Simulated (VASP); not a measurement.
# Si4Mo3 in VASP: relaxation of the atoms with PBEsol

Aim: the relaxation of the atoms of Si4Mo3 with PBEsol.

Program: VASP 6.6.1. These are calculated values, not measurements. Logs are shortened: lines on timing, memory, paths and dates and some standing lists are left out, and cuts for length are marked.

## (1) The cell of the first run

The cell holds a slab with vacuum, 7 atoms: a = 3.190 Å, b = 3.190 Å, c = 22.821 Å, α = 90.00°, β = 90.00°, γ = 90.00°.

## (2) Relaxation of the atoms, PBEsol

Input file INCAR:

```
SYSTEM = Si4Mo3
PREC = Accurate
ENCUT = 520
EDIFF = 1E-6
ISMEAR = 0
SIGMA = 0.1
LREAL = .FALSE.
LASPH = .TRUE.
NELM = 80
ALGO = Fast
ISIF = 2
LWAVE = .FALSE.
LCHARG = .FALSE.
LDIPOL = .TRUE.
IDIPOL = 3
DIPOL = 0.5 0.5 0.500
GGA = PS
IBRION = 2
NSW = 80
EDIFFG = -0.02
```

Input file KPOINTS:

```
Automatic mesh
0
G
  11 11 1
  0 0 0
```

Input file POSCAR:

```
Si4Mo3
1.0
    3.1900701696      0.0000000000      0.0000000000
    0.0000000000      3.1900701696      0.0000000000
    0.0000000000      0.0000000000     22.8213840036
Mo Si
3 4
Direct
    0.5000000000      0.5000000000      0.3286391394
    0.0000000000      0.0000000000      0.5000000000
    0.5000000000      0.5000000000      0.6713608606
    0.0000000000      0.0000000000      0.3851677750
    0.5000000000      0.5000000000      0.4434713644
    0.5000000000      0.5000000000      0.5565286356
    0.0000000000      0.0000000000      0.6148322250
```

Potentials or basis: VASP PAW PBE potentials, release 64 (Mo_sv, Si).

Command:

```console
$ cat potpaw_PBE.64/Mo_sv/POTCAR potpaw_PBE.64/Si/POTCAR > POTCAR
$ mpirun -np 1 vasp_std > vasp.out
```

OUTCAR:

```text
SYSTEM = Si4Mo3
   PREC = Accurate
   ENCUT = 520
   EDIFF = 1E-6
   ISMEAR = 0
   LREAL = .FALSE.
   LASPH = .TRUE.
   NELM = 80
   ISIF = 2
   GGA = PS
   IBRION = 2
   NSW = 80
   EDIFFG = -0.02

 ion  position               nearest neighbor table
   1  0.500  0.500  0.329-   4 2.60   4 2.60   4 2.60   4 2.60   5 2.62
   2  0.000  0.000  0.500-   5 2.60   6 2.60   5 2.60   6 2.60   5 2.60   6 2.60   5 2.60   6 2.60
                             4 2.62   7 2.62
   3  0.500  0.500  0.671-   7 2.60   7 2.60   7 2.60   7 2.60   6 2.62
   4  0.000  0.000  0.385-   1 2.60   1 2.60   1 2.60   1 2.60   5 2.62   5 2.62   5 2.62   5 2.62
                             2 2.62
   5  0.500  0.500  0.443-   6 2.58   2 2.60   2 2.60   2 2.60   2 2.60   4 2.62   4 2.62   4 2.62
                             4 2.62   1 2.62
   6  0.500  0.500  0.557-   5 2.58   2 2.60   2 2.60   2 2.60   2 2.60   7 2.62   7 2.62   7 2.62
                             7 2.62   3 2.62
   7  0.000  0.000  0.615-   3 2.60   3 2.60   3 2.60   3 2.60   6 2.62   6 2.62   6 2.62   6 2.62
                             2 2.62

  LATTYP: Found a simple tetragonal cell.
 ALAT       =     3.1900701696
 C/A-ratio  =     7.1538815105

  Lattice vectors:

 A1 = (   3.1900701696,   0.0000000000,   0.0000000000)
 A2 = (   0.0000000000,   3.1900701696,   0.0000000000)
 A3 = (   0.0000000000,   0.0000000000,  22.8213840036)

Analysis of symmetry for initial positions (statically):
=====================================================================
 Subroutine PRICEL returns:
 Original cell was already a primitive cell.

 Routine SETGRP: Setting up the symmetry group for a
 simple tetragonal supercell.

 Subroutine GETGRP returns: Found 16 space group operations
 (whereof 16 operations were pure point group operations)
 out of a pool of 16 trial point group operations.

The static configuration has the point symmetry D_4h.

Analysis of symmetry for dynamics (positions and initial velocities):
=====================================================================
 Subroutine PRICEL returns:
 Original cell was already a primitive cell.

 Routine SETGRP: Setting up the symmetry group for a
 simple tetragonal supercell.

 Subroutine GETGRP returns: Found 16 space group operations
 (whereof 16 operations were pure point group operations)
 out of a pool of 16 trial point group operations.

The dynamic configuration has the point symmetry D_4h.

 Subroutine INISYM returns: Found 16 space group operations
 (whereof 16 operations are pure point group operations),
 and found     1 'primitive' translations

----------------------------------------------------------------------------------------

                                     Primitive cell

  volume of cell :     232.2429

  direct lattice vectors                    reciprocal lattice vectors
     3.190070170  0.000000000  0.000000000     0.313472728  0.000000000  0.000000000
     0.000000000  3.190070170  0.000000000     0.000000000  0.313472728  0.000000000
     0.000000000  0.000000000 22.821384004     0.000000000  0.000000000  0.043818552

  length of vectors
     3.190070170  3.190070170 22.821384004     0.313472728  0.313472728  0.043818552

  position of ions in fractional coordinates (direct lattice)
     0.500000000  0.500000000  0.328639139
     0.000000000  0.000000000  0.500000000
     0.500000000  0.500000000  0.671360861
     0.000000000  0.000000000  0.385167775
     0.500000000  0.500000000  0.443471364
     0.500000000  0.500000000  0.556528636
     0.000000000  0.000000000  0.614832225

  ion indices of the primitive-cell ions
   primitive index   ion index
                 1           1
                 2           2
                 3           3
                 4           4
                 5           5
                 6           6
                 7           7

----------------------------------------------------------------------------------------

 KPOINTS: Automatic mesh

Automatic generation of k-mesh.
 Grid dimensions read from file:
 generate k-points for:   11   11    1

 Generating k-lattice:

  Cartesian coordinates                     Fractional coordinates (reciprocal lattice)
     0.028497521  0.000000000  0.000000000     0.090909091  0.000000000  0.000000000
     0.000000000  0.028497521  0.000000000     0.000000000  0.090909091  0.000000000
     0.000000000  0.000000000  0.043818552     0.000000000  0.000000000  1.000000000

  Length of vectors
     0.028497521  0.028497521  0.043818552

  Shift w.r.t. Gamma in fractional coordinates (k-lattice)
     0.000000000  0.000000000  0.000000000

 Subroutine IBZKPT returns following result:
 ===========================================

 Found     21 irreducible k-points:

 Following reciprocal coordinates:
            Coordinates               Weight
  0.000000  0.000000  0.000000      1.000000
  0.090909  0.000000  0.000000      4.000000
  0.181818  0.000000  0.000000      4.000000
  0.272727  0.000000  0.000000      4.000000
  0.363636  0.000000  0.000000      4.000000
  0.454545  0.000000  0.000000      4.000000
[... 13 lines left out ...]
  0.454545  0.363636  0.000000      8.000000
  0.454545  0.454545  0.000000      4.000000
   k-points           NKPTS =     21   k-points in BZ     NKDIM =     21   number of bands    NBANDS=     34
   number of dos      NEDOS =    301   number of ions     NIONS =      7
   total plane-waves  NPLWV = 103680
   dimension x,y,z NGX =    24 NGY =   24 NGZ =  180
   dimension x,y,z NGXF=    48 NGYF=   48 NGZF=  360
   ions per type =               3   4
   NGX,Y,Z   is equivalent  to a cutoff of  12.51, 12.51, 13.11 a.u.
   NGXF,Y,Z  is equivalent  to a cutoff of  25.01, 25.01, 26.22 a.u.
 SYSTEM =  Si4Mo3
   PREC   = accura    normal or accurate (medium, high low for compatibility)
   ISTART =      0    job   : 0-new  1-cont  2-samecut
   ICHARG =      2    charge: 1-file 2-atom 10-const
   ISPIN  =      1    spin polarized calculation?
   LNONCOLLINEAR =      F non collinear calculations
   LSORBIT =      F    spin-orbit coupling
   LASPH  =      T    aspherical Exc in radial PAW
   ENCUT  =  520.0 eV  38.22 Ry    6.18 a.u.   5.93  5.93 42.43*2*pi/ulx,y,z
   NELM   =     80;   NELMIN=  2; NELMDL= -5     # of ELM steps
   EDIFF  = 0.1E-05   stopping-criterion for ELM
   LREAL  =      F    real-space projection
   EDIFFG = -.2E-01   stopping-criterion for IOM
   NSW    =     80    number of steps for IOM
   IBRION =      2    ionic relax: 0-MD 1-quasi-New 2-CG
   NFREE  =      1    steps in history (QN), initial steepest desc. (CG)
   ISIF   =      2    stress and relaxation
   ISYM   =      2    0-nonsym 1-usesym 2-fastsym
   POTIM  = 0.5000    time-step for ionic-motion
   TEBEG  =    0.0;   TEEND  =   0.0 temperature during run
   PSTRESS=    0.0 pullay stress
   NELECT =      58.0000    total number of electrons
   NUPDOWN=      -1.0000    fix difference up-down
   EMIN   =  10.00;   EMAX   =-10.00  energy-range for DOS
   EFERMI =   0.00;   METHOD = LEGACY
   ISMEAR =     0;   SIGMA  =   0.10  broadening in eV -4-tet -1-fermi 0-gaus
   EFERMI_NEDOS =   21; number of points for ismear=-14 and -15
   IALGO  =     68    algorithm
   IMIX   =      4    mixing-type and parameters
     AMIX     =   0.40;   BMIX     =  1.00
     AMIX_MAG =   1.60;   BMIX_MAG =  1.00
  volume/ion in A,a.u.               =      33.18       223.89
  Fermi-wavevector in a.u.,A,eV,Ry     =   1.030948  1.948209 14.460998  1.062853
  Thomas-Fermi vector in A             =   2.165071
   LORBIT       =      0    0 simple, 1 ext, 2 COOP (PROOUT), +10 PAW based schemes
   GGA     = PS    functional components
   LHFCALC =     F    Hartree Fock is set to
   AEXX    =    0.0000 exact exchange contribution
   IVDW    =     0    specifies the selected vdW correction
   LEPSILON=     F    determine dielectric tensor
   LRPA    =     F    only Hartree local field effects (RPA)
 conjugate gradient relaxation of ions
 non-spin polarized calculation
 RMM-DIIS sequential band-by-band and
 Gauss-broadening in eV      SIGMA  =   0.10
  energy-cutoff  :      520.00
  volume of cell :      232.24
 maximum number of plane-waves:      6310
 NGX is ok and might be reduce to    24
   NGX = 11   NGY = 11   NGZ = 85

--------------------------------------- Ionic step        1  -------------------------------------------

 number of electron      58.0000010 magnetization

 Free energy of the ion-electron system (eV)
  ---------------------------------------------------
  ext. energy  EPLUGINS =         0.00000000
  ---------------------------------------------------
  free energy    TOTEN  =       -56.91859914 eV

  energy without entropy =      -56.88856158  energy(sigma->0) =      -56.90358036

------------------------ aborting loop because EDIFF is reached ----------------------------------------

  FORCE on cell =-STRESS in cart. coord.  units (eV):
  Direction    XX          YY          ZZ          XY          YZ          ZX
  --------------------------------------------------------------------------------------
  -------------------------------------------------------------------------------------
  Total       -7.9453569     -7.9453569     -4.8576279      0.0000000      0.0000000      0.0000000
  in kB      -54.8127436    -54.8127436    -33.5113846      0.0000000      0.0000000      0.0000000
  external PRESSURE =     -47.7122906 kB  Pullay stress =       0.0000000 kB
[... 227 lines left out ...]
  FREE ENERGIE OF THE ION-ELECTRON SYSTEM (eV)
  ---------------------------------------------------
  free  energy   TOTEN  =       -57.1690495170 eV

  energy  without entropy=      -57.1279713826  energy(sigma->0) =      -57.14851045

 dipolmoment           0.000000      0.000000     -0.000000 electrons x Angstroem

--------------------------------------- Ionic step        7  -------------------------------------------

 number of electron      58.0000011 magnetization

------------------------ aborting loop because EDIFF is reached ----------------------------------------
[... 77 lines left out ...]
--------------------------------------- Ionic step        9  -------------------------------------------

 number of electron      58.0000011 magnetization

 dipolmoment           0.000000      0.000000      0.000000 electrons x Angstroem

 Free energy of the ion-electron system (eV)
  ---------------------------------------------------
  ext. energy  EPLUGINS =         0.00000000
  ---------------------------------------------------
  free energy    TOTEN  =       -57.16972744 eV

  energy without entropy =      -57.12908030  energy(sigma->0) =      -57.14940387

 E-fermi :   2.6288     XC(G=0):  -6.1765

 val. band max:        2.6248765934   @ k =   0.1818   0.1818   0.0000
 cond. band min:       2.6590696458   @ k =   0.3636   0.1818   0.0000
 fundamental gap:      0.0341930524
 Fermi energy:         2.6288226341

 k-point     1 :       0.0000    0.0000    0.0000
  band No.  band energies     occupation
      1     -57.7282      2.00000
      2     -57.7282      2.00000
      3     -57.6679      2.00000
      4     -32.0204      2.00000
      5     -32.0198      2.00000
      6     -31.8324      2.00000
[... 766 lines left out ...]
     33       4.9946      0.00000
     34       5.2421      0.00000

------------------------ aborting loop because EDIFF is reached ----------------------------------------

 vacuum level on the upper side and lower side of the slab       (xc-potential included)        -0.008        -0.008

  FORCE on cell =-STRESS in cart. coord.  units (eV):
  Direction    XX          YY          ZZ          XY          YZ          ZX
  --------------------------------------------------------------------------------------
  -------------------------------------------------------------------------------------
  Total       -5.6121562     -5.6121562     -0.0859116      0.0000000      0.0000000      0.0000000
  in kB      -38.7166599    -38.7166599     -0.5926797      0.0000000      0.0000000      0.0000000
  external PRESSURE =     -26.0086665 kB  Pullay stress =       0.0000000 kB
[... 22 lines left out ...]
  FREE ENERGIE OF THE ION-ELECTRON SYSTEM (eV)
  ---------------------------------------------------
  free  energy   TOTEN  =       -57.1697274417 eV

  energy  without entropy=      -57.1290802998  energy(sigma->0) =      -57.14940387

 reached required accuracy - stopping structural energy minimisation

 vacuum level on the upper side and lower side of the slab         6.559         6.559
```

Wall time 19 min (1 thread of Oxide Virtual Turin-like, shared host); peak memory 0.37 GiB.

What came out:

* Free energy: -57.1697 eV
* Energy gained by relaxing: 35.9 meV/atom
* Ionic steps: 9
* Largest force after relaxing: 0.011 eV/Å
* Band gap on the k mesh: zero (bands 29 and 30 overlap by 1.71 eV)

Forces in eV/Å, atoms in the order of the input:
```
Mo   0.000  0.000  0.006
Mo   0.000  0.000  0.000
Mo   0.000  0.000 -0.006
Si   0.000  0.000 -0.005
Si   0.000  0.000  0.011
Si   0.000  0.000 -0.011
Si   0.000  0.000  0.005
```

Step by step:
```
step  energy change (eV)  largest force (eV/Å)  pressure (GPa)
   1              0.0000                1.6756           -4.77
   2             -0.2477                0.1668           -3.01
   3             -0.2489                0.1355           -2.85
   4             -0.2488                0.1539           -2.81
   5             -0.2503                0.0517           -2.73
   6             -0.2505                0.0588           -2.69
   7             -0.2508                0.0354           -2.68
   8             -0.2510                0.0398           -2.67
   9             -0.2511                0.0106           -2.60
```

Final structure:
```xyz
7
Lattice="3.1901 0.0000 0.0000 0.0000 3.1901 0.0000 0.0000 0.0000 22.8214" Properties=species:S:1:pos:R:3 pbc="T T T"
Mo    1.5950    1.5950    7.5981
Mo    0.0000    0.0000   11.4107
Mo    1.5950    1.5950   15.2233
Si    0.0000    0.0000    8.7349
Si    1.5950    1.5950   10.0920
Si    1.5950    1.5950   12.7293
Si    0.0000    0.0000   14.0865
```

Levels at points of the mesh, in eV from the Fermi level:
```
           k point  band 27  band 28  band 29  band 30  band 31  band 32
(0.00, 0.00, 0.00)    -0.32     0.04     0.11     0.11     0.86     1.24
```

Caveat: the PAW data sets were made with another functional, which shifts forces and pressure a little.
